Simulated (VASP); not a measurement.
# CdC4 (Im-3m) in VASP: relaxation of cell and atoms with PBE

Aim: the relaxation of cell and atoms of CdC4 with PBE.

Program: VASP 6.6.1. These are calculated values, not measurements. Logs are shortened: lines on timing, memory, paths and dates and some standing lists are left out, and cuts for length are marked.

### Step 1. The cell of the first run

Symmetry: Im-3m, No. 229, cubic system. The conventional cell has a = 5.079 Å, b = 5.079 Å, c = 5.079 Å, α = 90.00°, β = 90.00°, γ = 90.00°. Within 2.9 Å of Cd (site symmetry m-3m) lie 8 C at 2.20 Å. Within 2.9 Å of C (site symmetry -3m) lie 2 Cd at 2.20 Å and 6 C at 2.54 Å.

The cell was generated, and may not be a known phase.

### Step 2. Relaxation of cell and atoms, PBE

File INCAR:

```
ALGO = Normal
EDIFF = 1E-7
EDIFFG = -0.01
ENCUT = 700
GGA = PE
GGA_COMPAT = F
IBRION = 2
ISIF = 3
ISMEAR = 0
LASPH = T
LCHARG = F
LREAL = F
LWAVE = F
NELM = 120
NELMIN = 4
NSW = 100
PREC = Accurate
SIGMA = 0.1
```

File KPOINTS:

```
k-points
0
Gamma
  10 10 10
```

File POSCAR:

```
CdC4
1.0
   -2.5396862429      2.5396862429      2.5396862429
    2.5396862429     -2.5396862429      2.5396862429
    2.5396862429      2.5396862429     -2.5396862429
Cd C
1 4
Direct
    0.0000000000      0.0000000000      0.0000000000
    0.0000000000      0.0000000000      0.5000000000
    0.0000000000      0.5000000000      0.0000000000
    0.5000000000      0.0000000000      0.0000000000
    0.5000000000      0.5000000000      0.5000000000
```

Potentials or basis: VASP PAW PBE potentials, release 64 (Cd_sv_GW, C).

Launch:

```bash
$ cat potpaw_PBE.64/Cd_sv_GW/POTCAR potpaw_PBE.64/C/POTCAR > POTCAR
$ mpirun -np 1 vasp_std > vasp.out
```

OUTCAR:

```text
EDIFF = 1E-7
   EDIFFG = -0.01
   ENCUT = 700
   GGA = PE
   IBRION = 2
   ISIF = 3
   ISMEAR = 0
   LASPH = T
   LREAL = F
   NELM = 120
   NELMIN = 4
   NSW = 100
   PREC = Accurate

 ion  position               nearest neighbor table
   1  0.000  0.000  0.000-   2 2.20   3 2.20   4 2.20   5 2.20   2 2.20   3 2.20   4 2.20   5 2.20

   2  0.000  0.000  0.500-   1 2.20   1 2.20
   3  0.000  0.500  0.000-   1 2.20   1 2.20
   4  0.500  0.000  0.000-   1 2.20   1 2.20
   5  0.500  0.500  0.500-   1 2.20   1 2.20

  LATTYP: Found a body centered cubic cell.
 ALAT       =     5.0793724858

  Lattice vectors:

 A1 = (  -2.5396862429,   2.5396862429,   2.5396862429)
 A2 = (   2.5396862429,  -2.5396862429,   2.5396862429)
 A3 = (   2.5396862429,   2.5396862429,  -2.5396862429)

Analysis of symmetry for initial positions (statically):
=====================================================================
 Subroutine PRICEL returns:
 Original cell was already a primitive cell.

 Routine SETGRP: Setting up the symmetry group for a
 body centered cubic supercell.

 Subroutine GETGRP returns: Found 48 space group operations
 (whereof 48 operations were pure point group operations)
 out of a pool of 48 trial point group operations.

The static configuration has the point symmetry O_h .

Analysis of symmetry for dynamics (positions and initial velocities):
=====================================================================
 Subroutine PRICEL returns:
 Original cell was already a primitive cell.

 Routine SETGRP: Setting up the symmetry group for a
 body centered cubic supercell.

 Subroutine GETGRP returns: Found 48 space group operations
 (whereof 48 operations were pure point group operations)
 out of a pool of 48 trial point group operations.

The dynamic configuration has the point symmetry O_h .

 Subroutine INISYM returns: Found 48 space group operations
 (whereof 48 operations are pure point group operations),
 and found     1 'primitive' translations

----------------------------------------------------------------------------------------

                                     Primitive cell

  volume of cell :      65.5240

  direct lattice vectors                    reciprocal lattice vectors
    -2.539686243  2.539686243  2.539686243     0.000000000  0.196874713  0.196874713
     2.539686243 -2.539686243  2.539686243     0.196874713  0.000000000  0.196874713
     2.539686243  2.539686243 -2.539686243     0.196874713  0.196874713  0.000000000

  length of vectors
     4.398865608  4.398865608  4.398865608     0.278422889  0.278422889  0.278422889

  position of ions in fractional coordinates (direct lattice)
     0.000000000  0.000000000  0.000000000
     0.000000000  0.000000000  0.500000000
     0.000000000  0.500000000  0.000000000
     0.500000000  0.000000000  0.000000000
     0.500000000  0.500000000  0.500000000

  ion indices of the primitive-cell ions
   primitive index   ion index
                 1           1
                 2           2
                 3           3
                 4           4
                 5           5

----------------------------------------------------------------------------------------

 KPOINTS: k-points

Automatic generation of k-mesh.
 Grid dimensions read from file:
 generate k-points for:   10   10   10

 Generating k-lattice:

  Cartesian coordinates                     Fractional coordinates (reciprocal lattice)
     0.000000000  0.019687471  0.019687471     0.100000000  0.000000000  0.000000000
     0.019687471  0.000000000  0.019687471     0.000000000  0.100000000  0.000000000
     0.019687471  0.019687471  0.000000000     0.000000000  0.000000000  0.100000000

  Length of vectors
     0.027842289  0.027842289  0.027842289

  Shift w.r.t. Gamma in fractional coordinates (k-lattice)
     0.000000000  0.000000000  0.000000000

 Subroutine IBZKPT returns following result:
 ===========================================

 Found     47 irreducible k-points:

 Following reciprocal coordinates:
            Coordinates               Weight
  0.000000  0.000000  0.000000      1.000000
  0.100000  0.000000  0.000000     12.000000
  0.200000  0.000000  0.000000     12.000000
  0.300000  0.000000  0.000000     12.000000
  0.400000  0.000000  0.000000     12.000000
  0.500000  0.000000  0.000000      6.000000
[... 16 lines left out ...]
  0.300000  0.300000  0.100000      8.000000
 -0.300000  0.300000  0.100000     24.000000
 [... further k-points ...]
   k-points           NKPTS =     47   k-points in BZ     NKDIM =     47   number of bands    NBANDS=     22
   number of dos      NEDOS =    301   number of ions     NIONS =      5
   total plane-waves  NPLWV =  64000
   dimension x,y,z NGX =    40 NGY =   40 NGZ =   40
   dimension x,y,z NGXF=    80 NGYF=   80 NGZF=   80
   ions per type =               1   4
   NGX,Y,Z   is equivalent  to a cutoff of  15.12, 15.12, 15.12 a.u.
   NGXF,Y,Z  is equivalent  to a cutoff of  30.23, 30.23, 30.23 a.u.
 SYSTEM =  unknown system
   PREC   = accura    normal or accurate (medium, high low for compatibility)
   ISTART =      0    job   : 0-new  1-cont  2-samecut
   ICHARG =      2    charge: 1-file 2-atom 10-const
   ISPIN  =      1    spin polarized calculation?
   LNONCOLLINEAR =      F non collinear calculations
   LSORBIT =      F    spin-orbit coupling
   LASPH  =      T    aspherical Exc in radial PAW
   ENCUT  =  700.0 eV  51.45 Ry    7.17 a.u.   9.49  9.49  9.49*2*pi/ulx,y,z
   NELM   =    120;   NELMIN=  4; NELMDL= -5     # of ELM steps
   EDIFF  = 0.1E-06   stopping-criterion for ELM
   LREAL  =      F    real-space projection
   EDIFFG = -.1E-01   stopping-criterion for IOM
   NSW    =    100    number of steps for IOM
   IBRION =      2    ionic relax: 0-MD 1-quasi-New 2-CG
   NFREE  =      1    steps in history (QN), initial steepest desc. (CG)
   ISIF   =      3    stress and relaxation
   ISYM   =      2    0-nonsym 1-usesym 2-fastsym
   POTIM  = 0.5000    time-step for ionic-motion
   TEBEG  =    0.0;   TEEND  =   0.0 temperature during run
   PSTRESS=    0.0 pullay stress
   NELECT =      36.0000    total number of electrons
   NUPDOWN=      -1.0000    fix difference up-down
   EMIN   =  10.00;   EMAX   =-10.00  energy-range for DOS
   EFERMI =   0.00;   METHOD = LEGACY
   ISMEAR =     0;   SIGMA  =   0.10  broadening in eV -4-tet -1-fermi 0-gaus
   EFERMI_NEDOS =   21; number of points for ismear=-14 and -15
   IALGO  =     38    algorithm
   IMIX   =      4    mixing-type and parameters
     AMIX     =   0.40;   BMIX     =  1.00
     AMIX_MAG =   1.60;   BMIX_MAG =  1.00
  volume/ion in A,a.u.               =      13.10        88.44
  Fermi-wavevector in a.u.,A,eV,Ry     =   1.340836  2.533812 24.461107  1.797841
  Thomas-Fermi vector in A             =   2.469117
   LORBIT       =      0    0 simple, 1 ext, 2 COOP (PROOUT), +10 PAW based schemes
   GGA     = PE    functional components
   LHFCALC =     F    Hartree Fock is set to
   AEXX    =    0.0000 exact exchange contribution
   IVDW    =     0    specifies the selected vdW correction
   LEPSILON=     F    determine dielectric tensor
   LRPA    =     F    only Hartree local field effects (RPA)
 conjugate gradient relaxation of ions
 non-spin polarized calculation
 Gauss-broadening in eV      SIGMA  =   0.10
  energy-cutoff  :      700.00
  volume of cell :       65.52
 maximum number of plane-waves:      2781
 NGX is ok and might be reduce to    40
   NGX = 19   NGY = 19   NGZ = 19

--------------------------------------- Ionic step        1  -------------------------------------------

 number of electron      35.9999999 magnetization

 Free energy of the ion-electron system (eV)
  ---------------------------------------------------
  ext. energy  EPLUGINS =         0.00000000
  ---------------------------------------------------
  free energy    TOTEN  =       -16.73551638 eV

  energy without entropy =      -16.71556773  energy(sigma->0) =      -16.72554206

------------------------ aborting loop because EDIFF is reached ----------------------------------------

  FORCE on cell =-STRESS in cart. coord.  units (eV):
  Direction    XX          YY          ZZ          XY          YZ          ZX
  --------------------------------------------------------------------------------------
  -------------------------------------------------------------------------------------
  Total        0.2345787      0.2345787      0.2345787     -0.0000000     -0.0000000      0.0000000
  in kB        5.7358663      5.7358663      5.7358663     -0.0000000     -0.0000000      0.0000000
  external PRESSURE =       5.7358663 kB  Pullay stress =       0.0000000 kB

 VOLUME and BASIS-vectors are now :
 -----------------------------------------------------------------------------
  energy-cutoff  :      700.00
  volume of cell :       65.52
      direct lattice vectors                 reciprocal lattice vectors
    -2.539686243  2.539686243  2.539686243     0.000000000  0.196874713  0.196874713
     2.539686243 -2.539686243  2.539686243     0.196874713  0.000000000  0.196874713
     2.539686243  2.539686243 -2.539686243     0.196874713  0.196874713  0.000000000

 POSITION                                       TOTAL-FORCE (eV/Angst)
 -----------------------------------------------------------------------------------
      0.00000      0.00000      0.00000         0.000000      0.000000      0.000000
      1.26984      1.26984     -1.26984         0.000000      0.000000     -0.000000
      1.26984     -1.26984      1.26984        -0.000000     -0.000000     -0.000000
     -1.26984      1.26984      1.26984         0.000000     -0.000000      0.000000
      1.26984      1.26984      1.26984        -0.000000      0.000000     -0.000000
 -----------------------------------------------------------------------------------
    total drift:                                0.000000     -0.000000      0.000000

  FREE ENERGIE OF THE ION-ELECTRON SYSTEM (eV)
  ---------------------------------------------------
  free  energy   TOTEN  =       -16.7355163825 eV

  energy  without entropy=      -16.7155677276  energy(sigma->0) =      -16.72554206

--------------------------------------- Ionic step        2  -------------------------------------------

 number of electron      35.9999997 magnetization

 Free energy of the ion-electron system (eV)
  ---------------------------------------------------
  ext. energy  EPLUGINS =         0.00000000
  ---------------------------------------------------
  free energy    TOTEN  =       -16.73623429 eV

  energy without entropy =      -16.71629198  energy(sigma->0) =      -16.72626313

 E-fermi :   3.1691     XC(G=0): -10.5550

 val. band max:        3.1624316860   @ k =  -0.4000   0.4000   0.4000
 cond. band min:       3.2070641421   @ k =   0.5000   0.0000   0.0000
 fundamental gap:      0.0446324562
 Fermi energy:         3.1691494965

 k-point     1 :       0.0000    0.0000    0.0000
  band No.  band energies     occupation
      1     -99.3167      2.00000
      2     -60.3665      2.00000
      3     -60.3665      2.00000
      4     -60.3665      2.00000
      5      -9.8665      2.00000
      6      -7.1825      2.00000
[... 14 lines left out ...]
     21       5.8052      0.00000
     22       5.8052      0.00000

 k-point     2 :       0.1000    0.0000    0.0000
  band No.  band energies     occupation
      1     -99.3167      2.00000
      2     -60.3665      2.00000
      3     -60.3665      2.00000
      4     -60.3665      2.00000
      5      -9.7770      2.00000
      6      -7.2049      2.00000
[... 14 lines left out ...]
     21       5.6367      0.00000
     22       5.8580      0.00000
[... 523 lines left out ...]
     21       4.6630      0.00000
     22       4.7596      0.00000

 k-point    24 :      -0.3000    0.3000    0.1000
  band No.  band energies     occupation
      1     -99.3167      2.00000
      2     -60.3665      2.00000
      3     -60.3665      2.00000
      4     -60.3665      2.00000
      5      -9.0201      2.00000
      6      -7.3003      2.00000
[... 14 lines left out ...]
     21       5.4803      0.00000
     22       5.6917      0.00000

 [... further k-points ...]
[... 5 lines left out ...]
  --------------------------------------------------------------------------------------
  -------------------------------------------------------------------------------------
  Total       -0.0203098     -0.0203098     -0.0203098     -0.0000000     -0.0000000      0.0000000
  in kB       -0.4932535     -0.4932535     -0.4932535     -0.0000000     -0.0000000      0.0000000
  external PRESSURE =      -0.4932535 kB  Pullay stress =       0.0000000 kB

 VOLUME and BASIS-vectors are now :
 -----------------------------------------------------------------------------
  energy-cutoff  :      700.00
  volume of cell :       65.97
      direct lattice vectors                 reciprocal lattice vectors
    -2.545434417  2.545434417  2.545434417     0.000000000  0.196430125  0.196430125
     2.545434417 -2.545434417  2.545434417     0.196430125  0.000000000  0.196430125
     2.545434417  2.545434417 -2.545434417     0.196430125  0.196430125  0.000000000

 POSITION                                       TOTAL-FORCE (eV/Angst)
 -----------------------------------------------------------------------------------
      0.00000      0.00000      0.00000        -0.000000      0.000000     -0.000000
     -1.27272      3.81815      1.27272         0.000000     -0.000000      0.000000
      1.27272      3.81815      1.27272        -0.000000      0.000000     -0.000000
     -1.27272      1.27272      1.27272         0.000000     -0.000000      0.000000
      1.27272      1.27272      1.27272        -0.000000      0.000000     -0.000000
 -----------------------------------------------------------------------------------
    total drift:                               -0.000000     -0.000000      0.000000

  FREE ENERGIE OF THE ION-ELECTRON SYSTEM (eV)
  ---------------------------------------------------
  free  energy   TOTEN  =       -16.7362342891 eV

  energy  without entropy=      -16.7162919803  energy(sigma->0) =      -16.72626313

 reached required accuracy - stopping structural energy minimisation
```

Run time: 3.4 min. Hardware: 1 thread of Intel Xeon Platinum 8375C at 2.90GHz (Ice Lake), shared host; peak memory 0.33 GiB.

What came out:

```
Free energy                           : -16.7362 eV
Relaxed volume                        : 13.19 Å³/atom
Relaxed cell                          : a = 4.409 Å, b = 4.409 Å, c = 4.409 Å, α = 109.47°, β = 109.47°, γ = 109.47°
Space group after relaxing (to 0.1 Å) : Im-3m (No. 229)
Energy gained by relaxing             : 0.1 meV/atom
Ionic steps                           : 2
Pressure after relaxing               : 0.0 GPa
Band gap on the k mesh                : zero (bands 18 and 19 overlap by 2.55 eV)
```

Step by step:
| step | energy change (eV) | largest force (eV/Å) | pressure (GPa) | volume (Å³) |
| --- | --- | --- | --- | --- |
| 1 | 0.0000 | 0.0000 | 0.57 | 65.52 |
| 2 | -0.0007 | 0.0000 | -0.05 | 65.97 |

Final structure:
```
CELL_PARAMETERS angstrom
-2.54543 2.54543 2.54543
2.54543 -2.54543 2.54543
2.54543 2.54543 -2.54543
ATOMIC_POSITIONS crystal
Cd 0.00000 0.00000 0.00000
C 0.00000 0.00000 0.50000
C 0.00000 0.50000 0.00000
C 0.50000 0.00000 0.00000
C 0.50000 0.50000 0.50000
```

The gap in the log of VASP goes by the Fermi energy; the results here count the filled bands.